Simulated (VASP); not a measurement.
**CaO: relaxation of cell and atoms with LDA**

The system is CaO.

```xyz
2
Lattice="0.0000 2.4535 2.4535 2.4535 0.0000 2.4535 2.4535 2.4535 0.0000" Properties=species:S:1:pos:R:3 pbc="T T T"
Ca    0.0000    0.0000    0.0000
O     2.4535    2.4535    2.4535
```

| Quantity | Value |
| --- | --- |
| Program | VASP 6.6.1 |
| Task | relaxation of cell and atoms |
| Functional | LDA |
| Potentials or basis | VASP PAW LDA potentials, release 64 (Ca_sv, O) |
| Cutoff | 600 eV |
| k mesh | 8 × 8 × 8 |
| Occupations | gaussian, width 0.1 eV |
| Spin | no spin polarisation |
| Dipole correction | no |
| Further INCAR settings | ALGO = Normal; EDIFF = 1e-06; IBRION = 2; EDIFFG = -0.05; NSW = 100; ISIF = 3 |

The relaxed volume is 13.12 Å³/atom. The relaxed cell is a = 3.336 Å, b = 3.336 Å, c = 3.336 Å, α = 60.00°, β = 60.00°, γ = 60.00° and the space group after relaxing (to 0.1 Å) is Fm-3m (No. 225). The energy gained by relaxing is 67.1 meV/atom. The ionic steps are 3 and the pressure after relaxing is 0.0 GPa. The band gap on the k mesh is 3.43 eV (least direct gap 3.79 eV).

The path:
```csv
step,energy change (eV),largest force (eV/Å),pressure (GPa),volume (Å³)
1,0.0000,0.0000,-11.72,29.54
2,-0.1145,0.0000,6.01,25.16
3,-0.1342,0.0000,0.01,26.24
```

Final structure:
```cif
data_structure
_symmetry_space_group_name_H-M 'P 1'
_symmetry_Int_Tables_number 1
_cell_length_a 3.3356
_cell_length_b 3.3356
_cell_length_c 3.3356
_cell_angle_alpha 60.000
_cell_angle_beta 60.000
_cell_angle_gamma 60.000
_cell_volume 26.24
loop_
_atom_site_label
_atom_site_type_symbol
_atom_site_fract_x
_atom_site_fract_y
_atom_site_fract_z
_atom_site_occupancy
Ca1 Ca 0.00000 0.00000 0.00000 1
O1 O 0.50000 0.50000 0.50000 1
```

Levels at points of the mesh, in eV from the valence-band top:
```
           k point  band 4  band 5  band 6  band 7  band 8  band 9  band 10  band 11  band 12
(0.00, 0.00, 0.00)  -17.84  -15.32    0.00    0.00    0.00    5.03     6.24     6.24     6.24
(0.50, 0.00, 0.00)  -17.91  -13.81   -2.85   -1.35   -1.35    7.22     8.61     8.61     8.75
(0.50, 0.50, 0.00)  -18.13  -15.07   -1.27   -0.36   -0.36    3.43     8.45     9.20     9.92
```

Run time: 18 s on 1 thread of AMD EPYC 9R45 96-Core Processor (Zen 5) (shared host), peak memory 0.13 GiB.

A k mesh can miss the band edges. LDA gaps usually lie below the measured ones, often by a third to a half.
